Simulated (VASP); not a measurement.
Input of a VASP 6.6.1 run:

File POSCAR:

```
Pd4Pt
1.0
    4.3131910582      0.0000000000      0.0000000000
   -2.1565955291      3.7353330278      0.0000000000
    0.0000000000      0.0000000000      5.3820415873
Pd Pt
4 1
Direct
    0.3333333333      0.6666666667      0.1526758310
    0.6666666667      0.3333333333      0.8473241690
    0.3333333333      0.6666666667      0.6425075629
    0.6666666667      0.3333333333      0.3574924371
    0.0000000000      0.0000000000      0.0000000000
```

The input INCAR.step1:

```
SYSTEM = Pd4Pt
  ALGO = Normal
  EDIFF = 1E-4
  ENCUT = 520
  GGA = PE
  ISMEAR = 0
  LASPH = .TRUE.
  LCHARG = .FALSE.
  LREAL = .FALSE.
  LWAVE = .TRUE.
  NBANDS = 33
  NELM = 100
  PREC = Accurate
  SIGMA = 0.1
```

The input INCAR.step2:

```
SYSTEM = Pd4Pt
  ALGO = Normal
  EDIFF = 1E-7
  ENCUT = 520
  ISIF = 2
  ISMEAR = 0
  ISTART = 1
  LASPH = .TRUE.
  LCHARG = .FALSE.
  LMIXTAU = .TRUE.
  LREAL = .FALSE.
  LWAVE = .FALSE.
  METAGGA = R2SCAN
  NBANDS = 33
  NELM = 100
  PREC = Accurate
  SIGMA = 0.1
```

Contents of KPOINTS:

```
k-points
0
G
  12 12 6
  0 0 0
```

Potentials or basis: VASP PAW PBE potentials, release 64 (Pd, Pt).

Run with:

```console
$ cat potpaw_PBE.64/Pd/POTCAR potpaw_PBE.64/Pt/POTCAR > POTCAR
$ cp INCAR.step1 INCAR
$ mpirun -np 1 vasp_std > vasp.out
$ cp INCAR.step2 INCAR
$ mpirun -np 1 vasp_std > vasp.out
```

Question: What does it give for the band gap on the k mesh?

Answer: Zero (bands 25 and 26 overlap by 0.51 eV).

Question: Predict the pressure.

Answer: -3.8 GPa.

Stress tensor (GPa, compression positive):
```
-4.00  0.00  0.00
 0.00 -4.00  0.00
 0.00  0.00 -3.34
```

Caveat: the cell stands under tension; the PAW data sets were made with another functional, which shifts forces and pressure a little; spin-orbit coupling is left out, which moves the levels of the heavy elements.
